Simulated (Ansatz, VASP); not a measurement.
## Re: VASP beside Ansatz

INCAR

```
SYSTEM = Re
PREC = Accurate
ENCUT = 520
EDIFF = 1E-7
ISMEAR = -1
SIGMA = 0.1
LREAL = .FALSE.
LASPH = .TRUE.
NELM = 100
ALGO = Normal
ISIF = 2
LWAVE = .FALSE.
LCHARG = .TRUE.
GGA = B5
ALDAX = 1.0
AGGAX = 1.0
AGGAC = 1.0
ALDAC = 0.0
LELF = .TRUE.
LVHAR = .TRUE.
NBANDS = 14
```

The input KPOINTS:

```
Automatic mesh
0
G
  16 16 8
  0 0 0
```

The input POSCAR:

```
Re
1.0
   -1.9413820487      1.5945365145      1.4231205993
    1.5945365145     -1.9413820487      1.4231205993
    3.5845729131      3.5845729131     -2.0583688303
Re
2
Direct
    0.9582632107      0.0417367893      1.0000000000
    0.7917367893      0.2082632107      0.5000000000
```

Input for Ansatz:

```yaml
crystal:
  lattice:
    - [-1.9413820487, 1.5945365145, 1.4231205993]
    - [1.5945365145, -1.9413820487, 1.4231205993]
    - [3.5845729131, 3.5845729131, -2.0583688303]
  atoms:
    - { symbol: Re, position: [0.9582632107, 0.0417367893, 1.0] }
    - { symbol: Re, position: [0.7917367893, 0.2082632107, 0.5] }
hamiltonian:
  xc: blyp
  pseudopotentials:
    kind: paw
    azcp:
      Re: "pseudopotentials/Re.paw.azcp"
basis:
  ecutwfc: 420
  fft_grid_basis: typed
kpoints:
  mp_grid: { grid: [16, 16, 8], shift: [0, 0, 0] }
magnetization:
  spin_polarized: false
scf:
  occupations: { method: fermi_dirac, width: 0.1 }
  lower_state_search: "off"
output:
  stress: true
  write_density: true
  write_potential: true
  elf: true
  volumetric_format: npy
```

Alike in both runs: task single point; functional BLYP; k mesh 16 × 16 × 8; occupations fermi-dirac, width 0.1 eV; no spin polarisation.

```csv
,VASP,Ansatz
version,VASP 6.6.1,Ansatz 0.2.0
potentials or method,"VASP PAW PBE potentials, release 64 (Re), cutoff 520 eV","plane waves (420 eV) with PAW, scalar-relativistic"
valence electrons in the cell,14,30
```

|  | VASP | Ansatz | Ansatz less VASP |
| --- | --- | --- | --- |
| pressure (GPa) | -19.8 | -20.8 | -1.05 |
| traceless stress, the component that is largest in VASP (GPa) | -0.45 | -0.39 | +0.055 |

VASP's potentials were made for PBE, not for BLYP. The functional is the same, so the differences come from potentials, cutoffs and numerics. VASP's potentials hold 14 valence electrons a cell and Ansatz's 30, so a difference there can come from the potentials and not from the codes.

Neither program's run includes spin-orbit coupling.
